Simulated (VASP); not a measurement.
Write the native input for VASP 6.6.1 that does the following.

```
Task                               : single point
Functional                         : HSE06
Potentials or basis                : VASP PAW PBE potentials, release 64 (Sb, Se)
Cutoff                             : 520 eV
k mesh                             : 1 × 4 × 1
Occupations                        : gaussian, width 0.01 eV
Spin                               : no spin polarisation
Dipole correction                  : no
Grid for exact exchange (PRECFOCK) : Fast
Further INCAR settings             : LREAL = Auto; ALGO = Normal; EDIFF = 1e-06; NBANDS = 72
Share of exact exchange            : 0.25
Screening parameter                : 0.2079 1/Å
```

The system is Sb2Se3.

```
Sb Se
1.0
    11.66542    0.00000    0.00000
     0.00000    3.99037    0.00000
     0.00000    0.00000   11.36004
Sb Se
8 12
Direct
  0.01972 0.25000 0.32924
  0.98028 0.75000 0.67076
  0.48028 0.75000 0.82924
  0.51972 0.25000 0.17076
  0.15133 0.75000 0.03979
  0.84867 0.25000 0.96021
  0.34867 0.25000 0.53979
  0.65133 0.75000 0.46021
  0.05586 0.25000 0.86746
  0.94414 0.75000 0.13254
  0.44414 0.75000 0.36746
  0.55586 0.25000 0.63254
  0.12870 0.75000 0.44672
  0.87130 0.25000 0.55328
  0.37130 0.25000 0.94672
  0.62870 0.75000 0.05328
  0.21609 0.25000 0.19844
  0.78391 0.75000 0.80156
  0.28391 0.75000 0.69844
  0.71609 0.25000 0.30156
```

One way to write it, as run:

POSCAR

```
Sb2Se3
1.0
   11.6654160322      0.0000000000      0.0000000000
    0.0000000000      3.9903715114      0.0000000000
    0.0000000000      0.0000000000     11.3600401068
Sb Se
8 12
Direct
    0.0197182551      0.2500000000      0.3292370596
    0.9802817449      0.7500000000      0.6707629404
    0.4802817449      0.7500000000      0.8292370596
    0.5197182551      0.2500000000      0.1707629404
    0.1513270779      0.7500000000      0.0397940397
    0.8486729221      0.2500000000      0.9602059603
    0.3486729221      0.2500000000      0.5397940397
    0.6513270779      0.7500000000      0.4602059603
    0.0558595029      0.2500000000      0.8674617196
    0.9441404971      0.7500000000      0.1325382804
    0.4441404971      0.7500000000      0.3674617196
    0.5558595029      0.2500000000      0.6325382804
    0.1286988383      0.7500000000      0.4467201863
    0.8713011617      0.2500000000      0.5532798137
    0.3713011617      0.2500000000      0.9467201863
    0.6286988383      0.7500000000      0.0532798137
    0.2160943473      0.2500000000      0.1984400826
    0.7839056527      0.7500000000      0.8015599174
    0.2839056527      0.7500000000      0.6984400826
    0.7160943473      0.2500000000      0.3015599174
```

INCAR.step1

```
SYSTEM = Sb2Se3
ALGO = Normal
EDIFF = 1E-5
ENCUT = 520
GGA = PE
ISIF = 2
ISMEAR = 0
LASPH = .True.
LCHARG = .False.
LREAL = Auto
LWAVE = .True.
NBANDS = 72
NELM = 60
PREC = Accurate
SIGMA = 0.01
```

INCAR.step2

```
SYSTEM = Sb2Se3
ALGO = Normal
EDIFF = 1E-6
ENCUT = 520
GGA = PE
HFSCREEN = 0.2079
ISIF = 2
ISMEAR = 0
ISTART = 1
LASPH = .True.
LCHARG = .False.
LHFCALC = .True.
LREAL = Auto
LWAVE = .False.
NBANDS = 72
NELM = 60
PREC = Accurate
PRECFOCK = Fast
SIGMA = 0.01
```

KPOINTS

```
k-points
0
Gamma
  1 4 1
  0 0 0
```

Potentials or basis: VASP PAW PBE potentials, release 64 (Sb, Se).

Command:

```console
$ cat potpaw_PBE.64/Sb/POTCAR potpaw_PBE.64/Se/POTCAR > POTCAR
$ cp INCAR.step1 INCAR
$ mpirun -np 1 vasp_std > vasp.out
$ cp INCAR.step2 INCAR
$ mpirun -np 1 vasp_std > vasp.out
```

Results of the run:

```
Pressure               : -0.3 GPa
Largest force          : 0.743 eV/Å
Band gap on the k mesh : 1.45 eV
```

Caveat: the k points lie up to 0.55 Å⁻¹ apart; the PAW data sets were made with another functional, which shifts forces and pressure a little; spin-orbit coupling is left out, which moves the levels of the heavy elements.

Wall time 39 min on 1 thread of Oxide Virtual Turin-like Processor (shared host), peak memory 0.74 GiB.
